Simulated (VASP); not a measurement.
# C (Fd-3m) in VASP: further runs

Runs on C. Level: r2SCAN. Tasks: single point.

All numbers are computed with VASP 6.6.1; they aren't measurements. Logs are shortened: lines on timing, memory, paths and dates and some standing lists are left out, and cuts for length are marked.

## (1) The cell of the first run

The structure is cubic, space group Fd-3m (No. 227). Conventional cell: a = 3.560 Å, b = 3.560 Å, c = 3.560 Å, α = 90.00°, β = 90.00°, γ = 90.00°. C (site symmetry -43m) has 4 C at 1.54 Å within 2.1 Å.

## (2) Single point, r2SCAN

The input, POSCAR:

```
C
1.0
    0.0000000000      1.7801050042      1.7801050042
    1.7801050042      0.0000000000      1.7801050042
    1.7801050042      1.7801050042      0.0000000000
C
2
Direct
   -0.1250000000     -0.1250000000     -0.1250000000
    0.1250000000      0.1250000000      0.1250000000
```

The input, INCAR.step1:

```
ALGO = Normal
EDIFF = 1E-4
ENCUT = 520
GGA = PE
ISMEAR = -1
LASPH = T
LCHARG = F
LREAL = F
LWAVE = T
NBANDS = 11
NELM = 100
PREC = Accurate
SIGMA = 0.02
```

The input, INCAR.step2:

```
ALGO = Normal
EDIFF = 1E-6
ENCUT = 520
ISIF = 2
ISMEAR = -1
ISTART = 1
LASPH = T
LCHARG = T
LELF = T
LMIXTAU = T
LREAL = F
LVHAR = T
LWAVE = F
METAGGA = R2SCAN
NBANDS = 11
NELM = 100
PREC = Accurate
SIGMA = 0.02
```

The input, KPOINTS:

```
k-points
0
Gamma
  16 16 16
```

Potentials or basis: VASP PAW PBE potentials, release 64 (C).

Launch:

```bash
$ cat potpaw_PBE.64/C/POTCAR > POTCAR
$ cp INCAR.step1 INCAR
$ mpirun -np 1 vasp_std > vasp.out
$ cp INCAR.step2 INCAR
$ mpirun -np 1 vasp_std > vasp.out
```

OUTCAR:

```text
EDIFF = 1E-6
   ENCUT = 520
   ISIF = 2
   ISMEAR = -1
   ISTART = 1
   LASPH = T
   LREAL = F
   METAGGA = R2SCAN
   NELM = 100
   PREC = Accurate

 ion  position               nearest neighbor table
   1  0.875  0.875  0.875-   2 1.54   2 1.54   2 1.54   2 1.54
   2  0.125  0.125  0.125-   1 1.54   1 1.54   1 1.54   1 1.54

  LATTYP: Found a face centered cubic cell.
 ALAT       =     3.5602100084

  Lattice vectors:

 A1 = (   0.0000000000,   1.7801050042,   1.7801050042)
 A2 = (   1.7801050042,   0.0000000000,   1.7801050042)
 A3 = (   1.7801050042,   1.7801050042,   0.0000000000)

Analysis of symmetry for initial positions (statically):
=====================================================================
 Subroutine PRICEL returns:
 Original cell was already a primitive cell.

 Routine SETGRP: Setting up the symmetry group for a
 face centered cubic supercell.

 Subroutine GETGRP returns: Found 48 space group operations
 (whereof 12 operations were pure point group operations)
 out of a pool of 48 trial point group operations.

The static configuration has the point symmetry D_3d.
 The point group associated with its full space group is O_h .

Analysis of symmetry for dynamics (positions and initial velocities):
=====================================================================
 Subroutine PRICEL returns:
 Original cell was already a primitive cell.

 Routine SETGRP: Setting up the symmetry group for a
 face centered cubic supercell.

 Subroutine GETGRP returns: Found 48 space group operations
 (whereof 12 operations were pure point group operations)
 out of a pool of 48 trial point group operations.

The dynamic configuration has the point symmetry D_3d.
 The point group associated with its full space group is O_h .

 Subroutine INISYM returns: Found 48 space group operations
 (whereof 12 operations are pure point group operations),
 and found     1 'primitive' translations

----------------------------------------------------------------------------------------

                                     Primitive cell

  volume of cell :      11.2815

  direct lattice vectors                    reciprocal lattice vectors
     0.000000000  1.780105004  1.780105004    -0.280882307  0.280882307  0.280882307
     1.780105004  0.000000000  1.780105004     0.280882307 -0.280882307  0.280882307
     1.780105004  1.780105004  0.000000000     0.280882307  0.280882307 -0.280882307

  length of vectors
     2.517448639  2.517448639  2.517448639     0.486502426  0.486502426  0.486502426

  position of ions in fractional coordinates (direct lattice)
     0.875000000  0.875000000  0.875000000
     0.125000000  0.125000000  0.125000000

  ion indices of the primitive-cell ions
   primitive index   ion index
                 1           1
                 2           2

----------------------------------------------------------------------------------------

 KPOINTS: k-points

Automatic generation of k-mesh.
 Grid dimensions read from file:
 generate k-points for:   16   16   16

 Generating k-lattice:

  Cartesian coordinates                     Fractional coordinates (reciprocal lattice)
    -0.017555144  0.017555144  0.017555144     0.062500000  0.000000000  0.000000000
     0.017555144 -0.017555144  0.017555144     0.000000000  0.062500000  0.000000000
     0.017555144  0.017555144 -0.017555144     0.000000000  0.000000000  0.062500000

  Length of vectors
     0.030406402  0.030406402  0.030406402

  Shift w.r.t. Gamma in fractional coordinates (k-lattice)
     0.000000000  0.000000000  0.000000000

 Subroutine IBZKPT returns following result:
 ===========================================

 Found    145 irreducible k-points:

 Following reciprocal coordinates:
            Coordinates               Weight
  0.000000  0.000000  0.000000      1.000000
  0.062500  0.000000  0.000000      8.000000
  0.125000  0.000000  0.000000      8.000000
  0.187500  0.000000  0.000000      8.000000
  0.250000  0.000000  0.000000      8.000000
  0.312500  0.000000  0.000000      8.000000
[... 16 lines left out ...]
 -0.125000  0.062500  0.000000     24.000000
 -0.062500  0.062500  0.000000     12.000000
 [... further k-points ...]
   k-points           NKPTS =    145   k-points in BZ     NKDIM =    145   number of bands    NBANDS=     11
   number of dos      NEDOS =    301   number of ions     NIONS =      2
   total plane-waves  NPLWV =   8000
   dimension x,y,z NGX =    20 NGY =   20 NGZ =   20
   dimension x,y,z NGXF=    40 NGYF=   40 NGZF=   40
   ions per type =               2
   NGX,Y,Z   is equivalent  to a cutoff of  13.21, 13.21, 13.21 a.u.
   NGXF,Y,Z  is equivalent  to a cutoff of  26.41, 26.41, 26.41 a.u.
 SYSTEM =  unknown system
   PREC   = accura    normal or accurate (medium, high low for compatibility)
   ISTART =      1    job   : 0-new  1-cont  2-samecut
   ICHARG =      0    charge: 1-file 2-atom 10-const
   ISPIN  =      1    spin polarized calculation?
   LNONCOLLINEAR =      F non collinear calculations
   LSORBIT =      F    spin-orbit coupling
   LASPH  =      T    aspherical Exc in radial PAW
   ENCUT  =  520.0 eV  38.22 Ry    6.18 a.u.   4.68  4.68  4.68*2*pi/ulx,y,z
   NELM   =    100;   NELMIN=  2; NELMDL=  0     # of ELM steps
   EDIFF  = 0.1E-05   stopping-criterion for ELM
   LREAL  =      F    real-space projection
   EDIFFG = 0.1E-04   stopping-criterion for IOM
   NSW    =      0    number of steps for IOM
   IBRION =     -1    ionic relax: 0-MD 1-quasi-New 2-CG
   NFREE  =      0    steps in history (QN), initial steepest desc. (CG)
   ISIF   =      2    stress and relaxation
   ISYM   =      2    0-nonsym 1-usesym 2-fastsym
   POTIM  = 0.5000    time-step for ionic-motion
   TEBEG  =    0.0;   TEEND  =   0.0 temperature during run
   PSTRESS=    0.0 pullay stress
   NELECT =       8.0000    total number of electrons
   NUPDOWN=      -1.0000    fix difference up-down
   EMIN   =  10.00;   EMAX   =-10.00  energy-range for DOS
   EFERMI =   0.00;   METHOD = LEGACY
   ISMEAR =    -1;   SIGMA  =   0.02  broadening in eV -4-tet -1-fermi 0-gaus
   EFERMI_NEDOS =   21; number of points for ismear=-14 and -15
   IALGO  =     38    algorithm
   IMIX   =      4    mixing-type and parameters
     AMIX     =   0.40;   BMIX     =  1.00
     AMIX_MAG =   1.60;   BMIX_MAG =  1.00
  volume/ion in A,a.u.               =       5.64        38.07
  Fermi-wavevector in a.u.,A,eV,Ry     =   1.459876  2.758765 28.997240  2.131237
  Thomas-Fermi vector in A             =   2.576391
   LORBIT       =      0    0 simple, 1 ext, 2 COOP (PROOUT), +10 PAW based schemes
   METAGGA = R2SCAN    functional components
   LHFCALC =     F    Hartree Fock is set to
   AEXX    =    0.0000 exact exchange contribution
   IVDW    =     0    specifies the selected vdW correction
   LEPSILON=     F    determine dielectric tensor
   LRPA    =     F    only Hartree local field effects (RPA)
 non-spin polarized calculation
  energy-cutoff  :      520.00
  volume of cell :       11.28
 maximum number of plane-waves:       316
   NGX =  9   NGY =  9   NGZ =  9

 number of electron       7.9999999 magnetization

 Free energy of the ion-electron system (eV)
  ---------------------------------------------------
  ext. energy  EPLUGINS =         0.00000000
  ---------------------------------------------------
  free energy    TOTEN  =       -19.65719323 eV

  energy without entropy =      -19.65719323  energy(sigma->0) =      -19.65719323

 E-fermi :  10.2201     XC(G=0): -14.2881

 val. band max:        9.7929162773   @ k =   0.0000   0.0000   0.0000
 cond. band min:      14.1311327384   @ k =   0.3750   0.3750   0.0000
 fundamental gap:      4.3382164610
 Fermi energy:        10.2200501747

 k-point     1 :       0.0000    0.0000    0.0000
  band No.  band energies     occupation
      1     -12.9788      2.00000
      2       9.7929      2.00000
      3       9.7929      2.00000
      4       9.7929      2.00000
      5      15.6436      0.00000
      6      15.6436      0.00000
      7      15.6436      0.00000
      8      23.7430      0.00000
      9      30.2624      0.00000
     10      37.2421      0.00000
     11      37.2421      0.00000

 k-point     2 :       0.0625    0.0000    0.0000
  band No.  band energies     occupation
      1     -12.8652      2.00000
      2       9.0009      2.00000
      3       9.5891      2.00000
      4       9.5891      2.00000
      5      15.9100      0.00000
      6      15.9100      0.00000
      7      16.1260      0.00000
      8      23.8557      0.00000
      9      30.4631      0.00000
     10      35.7459      0.00000
     11      35.7459      0.00000

 k-point     3 :       0.1250    0.0000    0.0000
  band No.  band energies     occupation
      1     -12.5255      2.00000
      2       7.1980      2.00000
      3       9.0921      2.00000
      4       9.0921      2.00000
      5      16.5664      0.00000
      6      16.5664      0.00000
      7      17.0263      0.00000
      8      24.1888      0.00000
      9      30.9633      0.00000
     10      34.2224      0.00000
     11      34.2224      0.00000

 k-point     4 :       0.1875    0.0000    0.0000
  band No.  band energies     occupation
      1     -11.9623      2.00000
      2       5.0246      2.00000
      3       8.4944      2.00000
      4       8.4944      2.00000
      5      17.3386      0.00000
      6      17.3386      0.00000
      7      17.7994      0.00000
      8      24.7061      0.00000
      9      31.4804      0.00000
     10      33.3084      0.00000
     11      33.3084      0.00000

 k-point     5 :       0.2500    0.0000    0.0000
  band No.  band energies     occupation
      1     -11.1810      2.00000
      2       2.7610      2.00000
      3       7.9240      2.00000
      4       7.9240      2.00000
      5      17.9975      0.00000
      6      17.9975      0.00000
      7      18.3294      0.00000
      8      25.3154      0.00000
      9      31.7652      0.00000
     10      33.1308      0.00000
     11      33.1308      0.00000
[... 211 lines left out ...]
 k-point    21 :      -0.2500    0.0625    0.0000
  band No.  band energies     occupation
      1     -10.7751      2.00000
      2       2.0682      2.00000
      3       6.8064      2.00000
      4       8.0831      2.00000
      5      17.8620      0.00000
      6      18.7061      0.00000
      7      18.7845      0.00000
      8      25.2012      0.00000
      9      31.9355      0.00000
     10      31.9468      0.00000
     11      34.3668      0.00000

 k-point    22 :      -0.1875    0.0625    0.0000
  band No.  band energies     occupation
      1     -11.6261      2.00000
      2       4.3015      2.00000
      3       7.2868      2.00000
      4       8.6802      2.00000
      5      17.1862      0.00000
      6      18.1916      0.00000
      7      18.3274      0.00000
      8      24.7004      0.00000
      9      31.7503      0.00000
     10      31.8740      0.00000
     11      34.0202      0.00000

 k-point    23 :      -0.1250    0.0625    0.0000
  band No.  band energies     occupation
      1     -12.2621      2.00000
      2       6.4726      2.00000
      3       7.8881      2.00000
      4       9.2380      2.00000
      5      16.4662      0.00000
      6      17.3780      0.00000
      7      17.6886      0.00000
      8      24.2974      0.00000
      9      31.3018      0.00000
     10      32.5612      0.00000
     11      34.3493      0.00000

 k-point    24 :      -0.0625    0.0625    0.0000
  band No.  band energies     occupation
      1     -12.6763      2.00000
      2       8.2570      2.00000
      3       8.6427      2.00000
      4       9.5992      2.00000
      5      15.9550      0.00000
      6      16.5353      0.00000
      7      16.8352      0.00000
      8      24.0070      0.00000
      9      30.7710      0.00000
     10      33.8975      0.00000
     11      35.2968      0.00000

 [... further k-points ...]
[... 5 lines left out ...]
  --------------------------------------------------------------------------------------
  -------------------------------------------------------------------------------------
  Total        0.0811530      0.0811530      0.0811530     -0.0000000      0.0000000      0.0000000
  in kB       11.5251901     11.5251901     11.5251901     -0.0000000      0.0000000      0.0000000
  external PRESSURE =      11.5251901 kB  Pullay stress =       0.0000000 kB

 VOLUME and BASIS-vectors are now :
 -----------------------------------------------------------------------------
  energy-cutoff  :      520.00
  volume of cell :       11.28
      direct lattice vectors                 reciprocal lattice vectors
     0.000000000  1.780105004  1.780105004    -0.280882307  0.280882307  0.280882307
     1.780105004  0.000000000  1.780105004     0.280882307 -0.280882307  0.280882307
     1.780105004  1.780105004  0.000000000     0.280882307  0.280882307 -0.280882307

 POSITION                                       TOTAL-FORCE (eV/Angst)
 -----------------------------------------------------------------------------------
      3.11518      3.11518      3.11518         0.000000      0.000000      0.000000
      0.44503      0.44503      0.44503        -0.000000     -0.000000     -0.000000
 -----------------------------------------------------------------------------------
    total drift:                                0.000000      0.000000     -0.000000

  FREE ENERGIE OF THE ION-ELECTRON SYSTEM (eV)
  ---------------------------------------------------
  free  energy   TOTEN  =       -19.6571932284 eV

  energy  without entropy=      -19.6571932284  energy(sigma->0) =      -19.65719323
```

Run time: 1.9 min. Hardware: 1 thread of Intel Xeon 8259CL, shared host; peak memory 0.13 GiB.

Results:

- Free energy: -19.6572 eV
- Pressure: 1.2 GPa
- Band gap on the k mesh: 4.34 eV (least direct gap 5.85 eV)

Caveat: the PAW data sets were made with another functional, which shifts forces and pressure a little.

## (3) Single point, r2SCAN

This run uses another cell than the first one: it holds 6 atoms, not 2.

The input, POSCAR:

```
C
1.0
    0.0000000000      1.7801050042     -1.7801050042
   -1.7801050042      0.0000000000      1.7801050042
    3.5602100083      3.5602100083      3.5602100083
C
6
Direct
    0.3333333330      0.6666666670      0.2083333330
    0.6666666670      0.3333333330      0.5416666670
    0.0000000000      0.0000000000      0.8750000000
    0.0000000000      0.0000000000      0.1250000000
    0.3333333330      0.6666666670      0.4583333330
    0.6666666670      0.3333333330      0.7916666670
```

The input, INCAR.step1:

```
PREC     = Accurate       # precision mode
ENCUT    = 520            # plane-wave cutoff, eV
ISMEAR   = -1             # smearing method
SIGMA    = 0.02           # smearing width, eV
LREAL    = F              # projectors in reciprocal space
LASPH    = T              # aspherical terms in the spheres
NELM     = 80             # most SCF steps
NBANDS   = 21             # bands
GGA      = PE             # functional
ALGO     = Normal         # electronic algorithm
EDIFF    = 1E-4           # SCF threshold, eV
LWAVE    = T              # write WAVECAR
LCHARG   = F              # write CHGCAR
```

The input, INCAR.step2:

```
PREC     = Accurate       # precision mode
ENCUT    = 520            # plane-wave cutoff, eV
EDIFF    = 1E-7           # SCF threshold, eV
ISMEAR   = -1             # smearing method
SIGMA    = 0.02           # smearing width, eV
LREAL    = F              # projectors in reciprocal space
LASPH    = T              # aspherical terms in the spheres
NELM     = 80             # most SCF steps
ALGO     = Normal         # electronic algorithm
ISIF     = 2              # what is computed and relaxed
LWAVE    = F              # write WAVECAR
LCHARG   = T              # write CHGCAR
METAGGA  = R2SCAN         # meta-GGA
LMIXTAU  = T            
LELF     = T              # ELF
LVHAR    = T            
NBANDS   = 21             # bands
ISTART   = 1
```

The input, KPOINTS:

```
regular mesh
0
Gamma
  12 12 4
```

Potentials or basis: VASP PAW PBE potentials, release 64 (C).

Launch:

```bash
$ cat potpaw_PBE.64/C/POTCAR > POTCAR
$ cp INCAR.step1 INCAR
$ mpirun -np 1 vasp_std > vasp.out
$ cp INCAR.step2 INCAR
$ mpirun -np 1 vasp_std > vasp.out
```

It took 3.5 min on 1 thread of Intel Xeon 8259CL, shared host; peak memory 0.17 GiB.

The run converged. Its results:

```yaml
Free_energy: -58.9717 eV
Pressure: 1.1 GPa
Band_gap_on_the_k_mesh: 4.40 eV
```

Levels at points of the mesh, in eV from the valence-band top:
```tsv
k point	band 8	band 9	band 10	band 11	band 12	band 13	band 14	band 15	band 16	band 17
(0.00, 0.00, 0.00)	-2.48	-2.48	0.00	0.00	0.00	5.85	5.85	5.85	8.72	8.72
(0.50, 0.00, 0.00)	-6.69	-5.33	-5.33	-4.23	-4.23	5.01	5.01	7.46	7.46	11.33
(0.00, 0.00, 0.50)	-2.99	-1.10	-1.10	-1.10	-1.10	7.29	7.29	7.29	7.29	7.78
(0.50, 0.00, 0.50)	-8.09	-6.00	-6.00	-2.99	-2.99	5.54	5.54	8.81	8.81	8.90
```

Caveat: the PAW data sets were made with another functional, which shifts forces and pressure a little. A k mesh can miss the band edges.
